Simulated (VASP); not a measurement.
# TaS2 in VASP: single point with PBE+D3(BJ)

Aim: the single point of TaS2 with PBE+D3(BJ).

Program: VASP 6.6.1. These are calculated values, not measurements. Logs are shortened: lines on timing, memory, paths and dates and some standing lists are left out, and cuts for length are marked.

## (1) The cell of the first run

The cell holds a slab with vacuum, 6 atoms: a = 3.339 Å, b = 3.339 Å, c = 31.840 Å, α = 90.00°, β = 90.00°, γ = 120.00°.

## (2) Single point, PBE+D3(BJ)

File INCAR:

```
ALGO = Normal
DIPOL = 0.5 0.5 0.500
EDIFF = 1E-7
ENCUT = 520
GGA = PE
IDIPOL = 3
ISIF = 2
ISMEAR = 0
IVDW = 12
LASPH = T
LCHARG = F
LDIPOL = T
LREAL = F
LWAVE = F
NBANDS = 32
NELM = 60
PREC = Accurate
SIGMA = 0.05
```

File KPOINTS:

```
k-points
0
Gamma
  9 9 1
```

File POSCAR:

```
TaS2
1.0
    3.3393619000      0.0000000000      0.0000000000
   -1.6696809500      2.8920797000      0.0000000000
    0.0000000000      0.0000000000     31.8398946806
S Ta
4 2
Direct
    0.2511883181      0.5023766363      0.2674510575
    0.2511886263      0.5023772526      0.3653374768
    0.7488113701      0.4976227401      0.6346625354
    0.7488116851      0.4976233701      0.7325489309
    0.9178489931      0.8356979862      0.3163948037
    0.0821510073      0.1643020147      0.6836051958
```

Potentials or basis: VASP PAW PBE potentials, release 64 (S, Ta_pv).

On the command line:

```bash
> cat potpaw_PBE.64/S/POTCAR potpaw_PBE.64/Ta_pv/POTCAR > POTCAR
> mpirun -np 1 vasp_std > vasp.out
```

OUTCAR:

```text
EDIFF = 1E-7
   ENCUT = 520
   GGA = PE
   ISIF = 2
   ISMEAR = 0
   IVDW = 12
   LASPH = T
   LREAL = F
   NELM = 60
   PREC = Accurate
 IVDW          = 12

 ion  position               nearest neighbor table
   1  0.251  0.502  0.267-   5 2.48   5 2.48   5 2.48
   2  0.251  0.502  0.365-   5 2.48   5 2.48   5 2.48
   3  0.749  0.498  0.635-   6 2.48   6 2.48   6 2.48
   4  0.749  0.498  0.733-   6 2.48   6 2.48   6 2.48
   5  0.918  0.836  0.316-   2 2.48   2 2.48   1 2.48   1 2.48   2 2.48   1 2.48
   6  0.082  0.164  0.684-   3 2.48   3 2.48   4 2.48   4 2.48   3 2.48   4 2.48

  LATTYP: Found a base centered orthorhombic cell.
 ALAT       =     3.3393619000
 B/A-ratio  =     1.7321151685
 C/A-ratio  =     9.5347241881

  Lattice vectors:

 A1 = (   1.6696809500,  -2.8920797000,   0.0000000000)
 A2 = (   1.6696809500,   2.8920797000,   0.0000000000)
 A3 = (   0.0000000000,   0.0000000000,  31.8398946806)

Analysis of symmetry for initial positions (statically):
=====================================================================
 Subroutine PRICEL returns:
 Original cell was already a primitive cell.

 Routine SETGRP: Setting up the symmetry group for a
 base centered orthorhombic supercell.

 Subroutine GETGRP returns: Found  4 space group operations
 (whereof  4 operations were pure point group operations)
 out of a pool of  8 trial point group operations.

The static configuration has the point symmetry C_2h.

Analysis of symmetry for dynamics (positions and initial velocities):
=====================================================================
 Subroutine PRICEL returns:
 Original cell was already a primitive cell.

 Routine SETGRP: Setting up the symmetry group for a
 base centered orthorhombic supercell.

 Subroutine GETGRP returns: Found  4 space group operations
 (whereof  4 operations were pure point group operations)
 out of a pool of  8 trial point group operations.

The dynamic configuration has the point symmetry C_2h.

 Subroutine INISYM returns: Found  4 space group operations
 (whereof  4 operations are pure point group operations),
 and found     1 'primitive' translations

----------------------------------------------------------------------------------------

                                     Primitive cell

  volume of cell :     307.5002

  direct lattice vectors                    reciprocal lattice vectors
     3.339361900  0.000000000  0.000000000     0.299458409  0.172885969  0.000000000
    -1.669680950  2.892079700  0.000000000     0.000000000  0.345771937  0.000000000
     0.000000000  0.000000000 31.839894681     0.000000000  0.000000000  0.031407139

  length of vectors
     3.339361900  3.339454965 31.839894681     0.345781573  0.345771937  0.031407139

  position of ions in fractional coordinates (direct lattice)
     0.251188318  0.502376636  0.267451057
     0.251188626  0.502377253  0.365337477
     0.748811370  0.497622740  0.634662535
     0.748811685  0.497623370  0.732548931
     0.917848993  0.835697986  0.316394804
     0.082151007  0.164302015  0.683605196

  ion indices of the primitive-cell ions
   primitive index   ion index
                 1           1
                 2           2
                 3           3
                 4           4
                 5           5
                 6           6

----------------------------------------------------------------------------------------

 KPOINTS: k-points

Automatic generation of k-mesh.
 Grid dimensions read from file:
 generate k-points for:    9    9    1

 Generating k-lattice:

  Cartesian coordinates                     Fractional coordinates (reciprocal lattice)
     0.033273157  0.019209552  0.000000000     0.111111111  0.000000000  0.000000000
     0.000000000  0.038419104  0.000000000     0.000000000  0.111111111  0.000000000
     0.000000000  0.000000000  0.031407139     0.000000000  0.000000000  1.000000000

  Length of vectors
     0.038420175  0.038419104  0.031407139

  Shift w.r.t. Gamma in fractional coordinates (k-lattice)
     0.000000000  0.000000000  0.000000000

 Subroutine IBZKPT returns following result:
 ===========================================

 Found     25 irreducible k-points:

 Following reciprocal coordinates:
            Coordinates               Weight
  0.000000  0.000000  0.000000      1.000000
  0.111111  0.000000  0.000000      4.000000
  0.222222  0.000000  0.000000      4.000000
  0.333333  0.000000  0.000000      4.000000
  0.444444  0.000000  0.000000      4.000000
  0.000000  0.111111  0.000000      2.000000
[... 16 lines left out ...]
  0.333333  0.333333  0.000000      2.000000
  0.000000  0.444444  0.000000      2.000000
   k-points           NKPTS =     25   k-points in BZ     NKDIM =     25   number of bands    NBANDS=     32
   number of dos      NEDOS =    301   number of ions     NIONS =      6
   total plane-waves  NPLWV = 188160
   dimension x,y,z NGX =    28 NGY =   28 NGZ =  240
   dimension x,y,z NGXF=    56 NGYF=   56 NGZF=  480
   ions per type =               4   2
   NGX,Y,Z   is equivalent  to a cutoff of  13.94, 13.94, 12.53 a.u.
   NGXF,Y,Z  is equivalent  to a cutoff of  27.88, 27.88, 25.06 a.u.
 SYSTEM =  unknown system
   PREC   = accura    normal or accurate (medium, high low for compatibility)
   ISTART =      0    job   : 0-new  1-cont  2-samecut
   ICHARG =      2    charge: 1-file 2-atom 10-const
   ISPIN  =      1    spin polarized calculation?
   LNONCOLLINEAR =      F non collinear calculations
   LSORBIT =      F    spin-orbit coupling
   LASPH  =      T    aspherical Exc in radial PAW
   ENCUT  =  520.0 eV  38.22 Ry    6.18 a.u.   6.21  6.21 59.20*2*pi/ulx,y,z
   NELM   =     60;   NELMIN=  2; NELMDL= -5     # of ELM steps
   EDIFF  = 0.1E-06   stopping-criterion for ELM
   LREAL  =      F    real-space projection
   EDIFFG = 0.1E-05   stopping-criterion for IOM
   NSW    =      0    number of steps for IOM
   IBRION =     -1    ionic relax: 0-MD 1-quasi-New 2-CG
   NFREE  =      0    steps in history (QN), initial steepest desc. (CG)
   ISIF   =      2    stress and relaxation
   ISYM   =      2    0-nonsym 1-usesym 2-fastsym
   POTIM  = 0.5000    time-step for ionic-motion
   TEBEG  =    0.0;   TEEND  =   0.0 temperature during run
   PSTRESS=    0.0 pullay stress
   NELECT =      46.0000    total number of electrons
   NUPDOWN=      -1.0000    fix difference up-down
   EMIN   =  10.00;   EMAX   =-10.00  energy-range for DOS
   EFERMI =   0.00;   METHOD = LEGACY
   ISMEAR =     0;   SIGMA  =   0.05  broadening in eV -4-tet -1-fermi 0-gaus
   EFERMI_NEDOS =   21; number of points for ismear=-14 and -15
   IALGO  =     38    algorithm
   IMIX   =      4    mixing-type and parameters
     AMIX     =   0.40;   BMIX     =  1.00
     AMIX_MAG =   1.60;   BMIX_MAG =  1.00
  volume/ion in A,a.u.               =      51.25       345.85
  Fermi-wavevector in a.u.,A,eV,Ry     =   0.869052  1.642270 10.275814  0.755251
  Thomas-Fermi vector in A             =   1.987818
   LORBIT       =      0    0 simple, 1 ext, 2 COOP (PROOUT), +10 PAW based schemes
   GGA     = PE    functional components
   LHFCALC =     F    Hartree Fock is set to
   AEXX    =    0.0000 exact exchange contribution
   IVDW    =    12    specifies the selected vdW correction
   LEPSILON=     F    determine dielectric tensor
   LRPA    =     F    only Hartree local field effects (RPA)
 non-spin polarized calculation
 Gauss-broadening in eV      SIGMA  =   0.05
  energy-cutoff  :      520.00
  volume of cell :      307.50
 maximum number of plane-waves:      8318
 NGX is ok and might be reduce to    28
   NGX = 13   NGY = 13   NGZ =119

 dipolmoment           0.000000      0.000000      0.000000 electrons x Angstroem

 number of electron      46.0000000 magnetization

 dipolmoment           0.000000      0.000000     -0.000000 electrons x Angstroem

 Free energy of the ion-electron system (eV)
  ---------------------------------------------------
  ext. energy  EPLUGINS =         0.00000000
  ---------------------------------------------------
  free energy    TOTEN  =       -46.43913747 eV

  energy without entropy =      -46.43127376  energy(sigma->0) =      -46.43520561

 E-fermi :  -1.9390     XC(G=0):  -4.5702

 val. band max:       -1.9623142853   @ k =   0.2222   0.2222   0.0000
 cond. band min:      -1.8973300578   @ k =   0.4444   0.1111   0.0000
 fundamental gap:      0.0649842274
 Fermi energy:        -1.9390249158

 k-point     1 :       0.0000    0.0000    0.0000
  band No.  band energies     occupation
      1     -36.4508      2.00000
      2     -36.4507      2.00000
      3     -36.3426      2.00000
      4     -36.3425      2.00000
      5     -36.3425      2.00000
      6     -36.3425      2.00000
[... 24 lines left out ...]
     31       1.4498      0.00000
     32       1.4499      0.00000

 k-point     2 :       0.1111    0.0000    0.0000
  band No.  band energies     occupation
      1     -36.4442      2.00000
      2     -36.4442      2.00000
      3     -36.3775      2.00000
      4     -36.3774      2.00000
      5     -36.3506      2.00000
      6     -36.3505      2.00000
[... 24 lines left out ...]
     31       1.6974      0.00000
     32       1.6974      0.00000

 k-point     3 :       0.2222    0.0000    0.0000
  band No.  band energies     occupation
      1     -36.4648      2.00000
      2     -36.4647      2.00000
      3     -36.4277      2.00000
      4     -36.4277      2.00000
      5     -36.3708      2.00000
      6     -36.3707      2.00000
[... 24 lines left out ...]
     31       2.4220      0.00000
     32       2.4220      0.00000

 k-point     4 :       0.3333    0.0000    0.0000
  band No.  band energies     occupation
      1     -36.5622      2.00000
      2     -36.5621      2.00000
      3     -36.4088      2.00000
      4     -36.4088      2.00000
      5     -36.3937      2.00000
      6     -36.3936      2.00000
[... 24 lines left out ...]
     31       3.0259      0.00000
     32       3.0259      0.00000

 k-point     5 :       0.4444    0.0000    0.0000
  band No.  band energies     occupation
      1     -36.6248      2.00000
      2     -36.6247      2.00000
      3     -36.4086      2.00000
      4     -36.4085      2.00000
      5     -36.3965      2.00000
      6     -36.3965      2.00000
[... 584 lines left out ...]
     31       3.2514      0.00000
     32       3.2517      0.00000

 k-point    22 :       0.2222    0.3333    0.0000
  band No.  band energies     occupation
      1     -36.5905      2.00000
      2     -36.5904      2.00000
      3     -36.4787      2.00000
      4     -36.4787      2.00000
      5     -36.3911      2.00000
      6     -36.3911      2.00000
[... 24 lines left out ...]
     31       3.5907      0.00000
     32       3.5914      0.00000

 k-point    23 :       0.3333    0.3333    0.0000
  band No.  band energies     occupation
      1     -36.5625      2.00000
      2     -36.5624      2.00000
      3     -36.5279      2.00000
      4     -36.5278      2.00000
      5     -36.3878      2.00000
      6     -36.3878      2.00000
[... 24 lines left out ...]
     31       3.9313      0.00000
     32       3.9315      0.00000

 k-point    24 :       0.0000    0.4444    0.0000
  band No.  band energies     occupation
      1     -36.6247      2.00000
      2     -36.6247      2.00000
      3     -36.4085      2.00000
      4     -36.4085      2.00000
      5     -36.3965      2.00000
      6     -36.3965      2.00000
[... 24 lines left out ...]
     31       3.3164      0.00000
     32       3.3165      0.00000

 [... further k-points ...]

------------------------ aborting loop because EDIFF is reached ----------------------------------------

 vacuum level on the upper side and lower side of the slab       (xc-potential included)        -0.072        -0.072

 Edisp (eV)   -1.71764

 E8    (eV) :    -0.7781

  FORCE on cell =-STRESS in cart. coord.  units (eV):
  Direction    XX          YY          ZZ          XY          YZ          ZX
  --------------------------------------------------------------------------------------
  -------------------------------------------------------------------------------------
  Total      -1.66486    -1.66873    -0.09451     0.00000    -0.00001     0.00000
  in kB      -8.67447    -8.69466    -0.49245     0.00000    -0.00004     0.00000
  external pressure =       -5.95 kB  Pullay stress =        0.00 kB

 VOLUME and BASIS-vectors are now :
 -----------------------------------------------------------------------------
  energy-cutoff  :      520.00
  volume of cell :      307.50
      direct lattice vectors                 reciprocal lattice vectors
     3.339361900  0.000000000  0.000000000     0.299458409  0.172885969  0.000000000
    -1.669680950  2.892079700  0.000000000     0.000000000  0.345771937  0.000000000
     0.000000000  0.000000000 31.839894681     0.000000000  0.000000000  0.031407139

 POSITION                                       TOTAL-FORCE (eV/Angst)
 -----------------------------------------------------------------------------------
     -0.00000      1.45291      8.51561         0.000000     -0.000331     -0.001951
      0.00000      1.45292     11.63231         0.000000     -0.000348      0.005040
      1.66968      1.43916     20.20759         0.000000      0.000348     -0.005040
      1.66968      1.43917     23.32428        -0.000000      0.000331      0.001951
      1.66968      2.41691     10.07398        -0.000000      0.000549      0.001711
     -0.00000      0.47517     21.76592         0.000000     -0.000549     -0.001711
 -----------------------------------------------------------------------------------
    total drift:                               -0.000000      0.000001     -0.000002

  FREE ENERGIE OF THE ION-ELECTRON SYSTEM (eV)
  ---------------------------------------------------
  free  energy   TOTEN  =       -48.1567753419 eV

  energy  without entropy=      -48.1489116362  energy(sigma->0) =      -48.15284349

 vacuum level on the upper side and lower side of the slab         3.946         3.946
```

Wall time 11 min (1 thread of AMD EPYC 7R43 (Zen 3), shared host); peak memory 0.52 GiB.

Results:

- Free energy: -48.1568 eV
- Largest force: 0.005 eV/Å
- Band gap on the k mesh: zero (band 23 reaches -0.86 eV, above the bottom of band 24 at -2.24 eV)
- Dispersion energy per atom: -0.286 eV

Forces on the atoms (eV/Å):
```
S    0.000  0.000 -0.002
S    0.000  0.000  0.005
S    0.000  0.000 -0.005
S    0.000  0.000  0.002
Ta   0.000  0.001  0.002
Ta   0.000 -0.001 -0.002
```

Caveat: spin-orbit coupling is left out, which moves the levels of the heavy elements.
